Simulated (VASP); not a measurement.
# CdSe (F-43m) in VASP: a series of runs, part 2 of 2

VASP 6.6.1. Earlier steps stand in the parts before.

## Step 3: Single point, r2SCAN

This run uses another cell than the first one, of 28.87 Å³/atom, 0.971 times its volume.

POSCAR reads:

```
CdSe
1.0
    0.0000000000      3.0677809692      3.0677809692
    3.0677809692      0.0000000000      3.0677809692
    3.0677809692      3.0677809692      0.0000000000
Cd Se
1 1
Direct
    0.0000000000      0.0000000000      0.0000000000
    0.2500000000      0.2500000000      0.2500000000
```

INCAR.step1 reads:

```
SYSTEM = CdSe
PREC = Accurate
ENCUT = 520
ISMEAR = -1
SIGMA = 0.02
LREAL = .False.
LASPH = .True.
NELM = 60
NBANDS = 16
GGA = PE
ALGO = Normal
EDIFF = 1E-4
LWAVE = .True.
LCHARG = .False.
```

INCAR.step2 reads:

```
SYSTEM = CdSe
PREC = Accurate
ENCUT = 520
EDIFF = 1E-6
ISMEAR = -1
SIGMA = 0.02
LREAL = .False.
LASPH = .True.
NELM = 60
ALGO = Normal
ISIF = 2
LWAVE = .False.
LCHARG = .True.
METAGGA = R2SCAN
LMIXTAU = .True.
LELF = .True.
LVHAR = .True.
NBANDS = 16
ISTART = 1
```

KPOINTS reads:

```
regular mesh
0
Gamma
  6 6 6
  0 0 0
```

Potentials or basis: VASP PAW PBE potentials, release 64 (Cd, Se).

Launch:

```sh
> cat potpaw_PBE.64/Cd/POTCAR potpaw_PBE.64/Se/POTCAR > POTCAR
> cp INCAR.step1 INCAR
> mpirun -np 1 vasp_std > vasp.out
> cp INCAR.step2 INCAR
> mpirun -np 1 vasp_std > vasp.out
```

OUTCAR:

```text
SYSTEM = CdSe
   PREC = Accurate
   ENCUT = 520
   EDIFF = 1E-6
   ISMEAR = -1
   LREAL = .False.
   LASPH = .True.
   NELM = 60
   ISIF = 2
   METAGGA = R2SCAN
   ISTART = 1

 ion  position               nearest neighbor table
   1  0.000  0.000  0.000-   2 2.66   2 2.66   2 2.66   2 2.66
   2  0.250  0.250  0.250-   1 2.66   1 2.66   1 2.66   1 2.66

  LATTYP: Found a face centered cubic cell.
 ALAT       =     6.1355619384

  Lattice vectors:

 A1 = (   0.0000000000,   3.0677809692,   3.0677809692)
 A2 = (   3.0677809692,   0.0000000000,   3.0677809692)
 A3 = (   3.0677809692,   3.0677809692,   0.0000000000)

Analysis of symmetry for initial positions (statically):
=====================================================================
 Subroutine PRICEL returns:
 Original cell was already a primitive cell.

 Routine SETGRP: Setting up the symmetry group for a
 face centered cubic supercell.

 Subroutine GETGRP returns: Found 24 space group operations
 (whereof 24 operations were pure point group operations)
 out of a pool of 48 trial point group operations.

The static configuration has the point symmetry T_d .

Analysis of symmetry for dynamics (positions and initial velocities):
=====================================================================
 Subroutine PRICEL returns:
 Original cell was already a primitive cell.

 Routine SETGRP: Setting up the symmetry group for a
 face centered cubic supercell.

 Subroutine GETGRP returns: Found 24 space group operations
 (whereof 24 operations were pure point group operations)
 out of a pool of 48 trial point group operations.

The dynamic configuration has the point symmetry T_d .

 Subroutine INISYM returns: Found 24 space group operations
 (whereof 24 operations are pure point group operations),
 and found     1 'primitive' translations

----------------------------------------------------------------------------------------

                                     Primitive cell

[... 98 lines left out ...]
   IALGO  =     38    algorithm
   IMIX   =      4    mixing-type and parameters
     AMIX     =   0.40;   BMIX     =  1.00
     AMIX_MAG =   1.60;   BMIX_MAG =  1.00
  volume/ion in A,a.u.               =      28.87       194.84
  Fermi-wavevector in a.u.,A,eV,Ry     =   1.110021  2.097636 16.764382  1.232147
  Thomas-Fermi vector in A             =   2.246568
   LORBIT       =      0    0 simple, 1 ext, 2 COOP (PROOUT), +10 PAW based schemes
   METAGGA = R2SCAN    functional components
   LHFCALC =     F    Hartree Fock is set to
   AEXX    =    0.0000 exact exchange contribution
   IVDW    =     0    specifies the selected vdW correction
   LEPSILON=     F    determine dielectric tensor
   LRPA    =     F    only Hartree local field effects (RPA)
 non-spin polarized calculation
  energy-cutoff  :      520.00
  volume of cell :       57.74
 maximum number of plane-waves:      1588
   NGX = 17   NGY = 17   NGZ = 17

 number of electron      18.0000008 magnetization

 Free energy of the ion-electron system (eV)
  ---------------------------------------------------
  ext. energy  EPLUGINS =         0.00000000
  ---------------------------------------------------
  free energy    TOTEN  =       -35.91298893 eV

  energy without entropy =      -35.91298893  energy(sigma->0) =      -35.91298893

 E-fermi :   0.9218     XC(G=0):  -9.3022

 val. band max:        0.4405580625   @ k =   0.0000   0.0000   0.0000
 cond. band min:       1.4665967127   @ k =   0.0000   0.0000   0.0000
 fundamental gap:      1.0260386502
 Fermi energy:         0.9217903970

 k-point     1 :       0.0000    0.0000    0.0000
  band No.  band energies     occupation
      1     -12.4302      2.00000
      2      -7.6445      2.00000
      3      -7.6445      2.00000
      4      -7.6445      2.00000
      5      -7.2720      2.00000
      6      -7.2720      2.00000
[... 281 lines left out ...]
      3      -7.4400      2.00000
      4      -7.3341      2.00000
      5      -7.2451      2.00000
      6      -6.8324      2.00000
[... 8 lines left out ...]
     15      13.8292      0.00000
     16      13.9894      0.00000

------------------------ aborting loop because EDIFF is reached ----------------------------------------

  FORCE on cell =-STRESS in cart. coord.  units (eV):
  Direction    XX          YY          ZZ          XY          YZ          ZX
  --------------------------------------------------------------------------------------
  -------------------------------------------------------------------------------------
  Total        0.0712311      0.0712311      0.0712311      0.0000000      0.0000000      0.0000000
  in kB        1.9764117      1.9764117      1.9764117      0.0000000      0.0000000      0.0000000
  external PRESSURE =       1.9764117 kB  Pullay stress =       0.0000000 kB

 VOLUME and BASIS-vectors are now :
 -----------------------------------------------------------------------------
  energy-cutoff  :      520.00
  volume of cell :       57.74
      direct lattice vectors                 reciprocal lattice vectors
     0.000000000  3.067780969  3.067780969    -0.162984256  0.162984256  0.162984256
     3.067780969  0.000000000  3.067780969     0.162984256 -0.162984256  0.162984256
     3.067780969  3.067780969  0.000000000     0.162984256  0.162984256 -0.162984256

 POSITION                                       TOTAL-FORCE (eV/Angst)
 -----------------------------------------------------------------------------------
      0.00000      0.00000      0.00000         0.000000      0.000000      0.000000
      1.53389      1.53389      1.53389        -0.000000     -0.000000     -0.000000
 -----------------------------------------------------------------------------------
    total drift:                               -0.000004     -0.000004     -0.000004

  FREE ENERGIE OF THE ION-ELECTRON SYSTEM (eV)
  ---------------------------------------------------
  free  energy   TOTEN  =       -35.9129889255 eV

  energy  without entropy=      -35.9129889255  energy(sigma->0) =      -35.91298893
```

OUTCAR.step1:

```text
SYSTEM = CdSe
   PREC = Accurate
   ENCUT = 520
   ISMEAR = -1
   LREAL = .False.
   LASPH = .True.
[... 513 lines left out ...]
      0.00000      0.00000      0.00000        -0.000000     -0.000000     -0.000000
      1.53389      1.53389      1.53389         0.000000      0.000000      0.000000
 -----------------------------------------------------------------------------------
    total drift:                               -0.000000     -0.000000     -0.000000

  FREE ENERGIE OF THE ION-ELECTRON SYSTEM (eV)
  ---------------------------------------------------
  free  energy   TOTEN  =        -5.4850498980 eV

  energy  without entropy=       -5.4850498880  energy(sigma->0) =       -5.48504989
```

OSZICAR.step1:

```text
N       E                     dE             d eps       ncg     rms          rms(c)
DAV:   1     0.107877702128E+03    0.10788E+03   -0.87534E+03   512   0.100E+03
DAV:   2    -0.161643572676E+01   -0.10949E+03   -0.10329E+03   600   0.247E+02
DAV:   3    -0.584681148242E+01   -0.42304E+01   -0.42223E+01   640   0.505E+01
DAV:   4    -0.586579267421E+01   -0.18981E-01   -0.18980E-01   608   0.337E+00
DAV:   5    -0.586591150905E+01   -0.11883E-03   -0.11883E-03   640   0.233E-01    0.589E+00
DAV:   6    -0.550552104080E+01    0.36039E+00   -0.54475E-01   704   0.869E+00    0.471E+00
DAV:   7    -0.548382312699E+01    0.21698E-01   -0.14211E-01   584   0.250E+00    0.204E+00
DAV:   8    -0.548477715039E+01   -0.95402E-03   -0.13175E-02   568   0.138E+00    0.249E-01
DAV:   9    -0.548498350539E+01   -0.20636E-03   -0.14141E-03   576   0.476E-01    0.468E-02
DAV:  10    -0.548504989801E+01   -0.66393E-04   -0.14945E-04   552   0.154E-01
   1 F= -.54850499E+01 E0= -.54850499E+01  d E =-.100268E-07
```

It took 23 s on 1 thread of Intel Xeon 6975P-C (Granite Rapids), shared host; peak memory 0.18 GiB.

Results:

| Property | Result |
| --- | --- |
| Free energy | -35.9130 eV |
| Pressure | 0.2 GPa |
| Band gap on the k mesh | 1.03 eV, direct |

Levels at points of the mesh, in eV from the valence-band top:
```tsv
k point	band 6	band 7	band 8	band 9	band 10	band 11	band 12	band 13
(0.00, 0.00, 0.00)	-7.71	0.00	0.00	0.00	1.03	6.47	6.47	6.47
(0.50, 0.00, 0.00)	-7.43	-4.27	-0.72	-0.72	2.82	6.92	6.92	7.74
(0.50, 0.50, 0.00)	-7.36	-3.97	-1.80	-1.80	3.50	4.13	9.56	10.80
```

Caveat: the PAW data sets were made with another functional, which shifts forces and pressure a little.
